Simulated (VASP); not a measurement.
A run of VASP 6.6.1:

INCAR

```
ALGO = Normal ; EDIFF = 1E-7
ENCUT = 520 ; GGA = PE
ISIF = 2 ; ISMEAR = -1
ISPIN = 2 ; LASPH = T
LCHARG = F ; LMAXMIX = 4
LORBIT = 11 ; LREAL = F
LWAVE = F ; MAGMOM = 0 0 0.9 0.9
NBANDS = 30 ; NELM = 150
PREC = Accurate ; SIGMA = 0.05
```

The input KPOINTS:

```
k-points
0
Gamma
  8 8 5
```

File POSCAR:

```
MnSb
1.0
    4.1400020900      0.0000000000      0.0000000000
   -2.0700010500      3.5853469800      0.0000000000
    0.0000000000      0.0000000000      5.7900000000
Sb Mn
2 2
Direct
    0.3333333300      0.6666666700      0.2500000000
    0.6666666700      0.3333333300      0.7500000000
    0.0000000000      0.0000000000      0.0000000000
    0.0000000000      0.0000000000      0.5000000000
```

Potentials or basis: VASP PAW PBE potentials, release 64 (Sb, Mn_pv).

Run with:

```bash
$ cat potpaw_PBE.64/Sb/POTCAR potpaw_PBE.64/Mn_pv/POTCAR > POTCAR
$ mpirun -np 1 vasp_std > vasp.out
```

Hardware: 1 thread of AMD EPYC 9R45 96-Core Processor (Zen 5), on a shared host.

Task: Estimate the wall time of this run.

Result: Wall time 2.1 min on 1 thread of AMD EPYC 9R45 96-Core Processor (Zen 5), with other jobs on the host, peak memory 0.28 GiB. Counts: scf iterations 22, k points 30.
